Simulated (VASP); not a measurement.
Input of a VASP 6.6.1 run:

File INCAR:

```
ALGO     = Normal         # electronic algorithm
EDIFF    = 1E-6           # SCF threshold, eV
ENCUT    = 520            # plane-wave cutoff, eV
GGA      = PE             # functional
ISIF     = 2              # what is computed and relaxed
ISMEAR   = 0              # smearing method
LASPH    = T              # aspherical terms in the spheres
LCHARG   = F              # write CHGCAR
LREAL    = F              # projectors in reciprocal space
LWAVE    = F              # write WAVECAR
NBANDS   = 30             # bands
NELM     = 100            # most SCF steps
PREC     = Accurate       # precision mode
SIGMA    = 0.1            # smearing width, eV
```

Contents of KPOINTS:

```
k-points
0
Gamma
  6 6 4
```

Contents of POSCAR:

```
Zr2PbO
1.0
    3.4891712707      0.0000000000      0.0000000000
   -1.7445856353      3.0217109585      0.0000000000
    0.0000000000      0.0000000000      7.1147767146
Zr Pb O
2 1 1
Direct
    0.3333333333      0.6666666667      0.1568838407
    0.6666666667      0.3333333333      0.8431161593
    0.0000000000      0.0000000000      0.5000000000
    0.0000000000      0.0000000000      0.0000000000
```

Potentials or basis: VASP PAW PBE potentials, release 64 (Zr_sv, Pb_d, O).

Run with:

```console
$ cat potpaw_PBE.64/Zr_sv/POTCAR potpaw_PBE.64/Pb_d/POTCAR potpaw_PBE.64/O/POTCAR > POTCAR
$ mpirun -np 1 vasp_std > vasp.out
```

Predict the band gap on the k mesh.

zero (band 22 reaches 10.33 eV, above the bottom of band 23 at 8.62 eV).

Estimate the pressure.

0.1 GPa.

Estimate the largest force.

0.054 eV/Å.

Forces in eV/Å, atoms in the order of the input:
```
Zr   0.000  0.000  0.054
Zr   0.000  0.000 -0.054
Pb   0.000  0.000  0.000
O    0.000  0.000  0.000
```

Caveat: spin-orbit coupling is left out, which moves the levels of the heavy elements.
